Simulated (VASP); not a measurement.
A run of VASP 6.6.1 is set up as follows.

File INCAR:

```
PREC = Accurate
ENCUT = 520
EDIFF = 1E-6
ISMEAR = -1
SIGMA = 0.3
LREAL = F
LASPH = T
NELM = 150
ALGO = Normal
ISIF = 2
LWAVE = F
LCHARG = T
ISPIN = 2
MAGMOM = 0.13 0.92
LORBIT = 11
NUPDOWN = 1.2
LMAXMIX = 4
LELF = T
LVHAR = T
NBANDS = 18
```

File KPOINTS:

```
Automatic mesh
0
Gamma
  5 5 5
  0.5 0.5 0.5
```

POSCAR

```
AlNi
1.0
    2.8810000000      0.0000000000      0.0000000000
    0.0000000000      2.8810000000      0.0000000000
    0.0000000000      0.0000000000      2.8810000000
Al Ni
1 1
Direct
    0.0000000000      0.0000000000      0.0000000000
    0.5000000000      0.5000000000      0.5000000000
```

Potentials or basis: VASP PAW LDA potentials, release 64 (Al, Ni).

Launch:

```console
$ cat potpaw_LDA.64/Al/POTCAR potpaw_LDA.64/Ni/POTCAR > POTCAR
$ mpirun -np 1 vasp_std > vasp.out
```

**Question.** What does it give for the pressure?

**Answer.** -0.7 GPa.

Caveat: the k points lie up to 0.44 Å⁻¹ apart; the total moment is fixed, so each spin has its own Fermi level.
